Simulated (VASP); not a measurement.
## Ca3CdF8: single point with PBE

Ca3CdF8:

```
CELL_PARAMETERS angstrom
3.83949 -5.42681 0.00000
3.83949 5.42681 0.00000
0.00000 0.00000 3.83514
ATOMIC_POSITIONS crystal
Ca 0.00000 0.00000 0.00000
Ca 0.50000 0.00000 0.50000
Ca 0.00000 0.50000 0.50000
F 0.37566 0.62434 0.50000
F 0.12537 0.87463 0.50000
F 0.87385 0.62429 0.00000
F 0.62429 0.87385 0.00000
F 0.37571 0.12615 0.00000
F 0.12615 0.37571 0.00000
F 0.87463 0.12537 0.50000
F 0.62434 0.37566 0.50000
Cd 0.50000 0.50000 0.00000
```

```json
{
  "Program": "VASP 6.6.1",
  "Task": "single point",
  "Functional": "PBE",
  "Potentials or basis": "VASP PAW PBE potentials, release 64 (Ca_sv, F, Cd)",
  "Cutoff": "520 eV",
  "k mesh": "4 × 4 × 6",
  "Occupations": "fermi-dirac, width 0.02 eV",
  "Spin": "no spin polarisation",
  "Dipole correction": "no",
  "Further INCAR settings": "ALGO = Normal; EDIFF = 1e-06; NBANDS = 61"
}
```

- Pressure: 4.3 GPa
- Largest force: 0.103 eV/Å
- Band gap on the k mesh: 5.30 eV (least direct gap 5.36 eV)

Forces in eV/Å, atoms in the order of the input:
```
Ca   0.000  0.000  0.000
Ca   0.000  0.000  0.000
Ca   0.000  0.000  0.000
F    0.000  0.103  0.000
F    0.000 -0.002  0.000
F    0.074 -0.053  0.000
F    0.074  0.053  0.000
F   -0.074 -0.053  0.000
F   -0.074  0.053  0.000
F    0.000  0.002  0.000
F    0.000 -0.103  0.000
Cd   0.000  0.000  0.000
```

Levels at points of the mesh, in eV from the valence-band top:
| k point | band 45 | band 46 | band 47 | band 48 | band 49 | band 50 | band 51 | band 52 | band 53 | band 54 |
| --- | --- | --- | --- | --- | --- | --- | --- | --- | --- | --- |
| (0.00, 0.00, 0.00) | -0.47 | -0.47 | -0.24 | -0.18 | -0.05 | 5.30 | 8.22 | 9.14 | 9.14 | 9.28 |
| (0.50, 0.00, 0.00) | -0.65 | -0.62 | -0.38 | -0.23 | -0.09 | 5.99 | 8.15 | 8.42 | 8.78 | 9.17 |
| (0.50, 0.50, 0.00) | -0.52 | -0.46 | -0.42 | -0.06 | -0.04 | 6.19 | 8.20 | 8.56 | 8.72 | 9.18 |
| (0.00, 0.00, 0.50) | -0.45 | -0.29 | -0.26 | -0.19 | 0.00 | 7.39 | 8.34 | 8.54 | 8.72 | 9.24 |
| (0.50, 0.00, 0.50) | -0.59 | -0.56 | -0.36 | -0.14 | -0.10 | 7.50 | 8.40 | 8.41 | 8.71 | 9.22 |
| (0.50, 0.50, 0.50) | -0.32 | -0.21 | -0.19 | -0.17 | -0.03 | 7.27 | 8.36 | 8.39 | 9.31 | 9.33 |

It took 3.8 min on 1 thread of Intel(R) Xeon(R) Platinum 8488C (Sapphire Rapids), on a shared host, peak memory 0.39 GiB.

Caveat: the cell stands under pressure. A k mesh can miss the band edges.
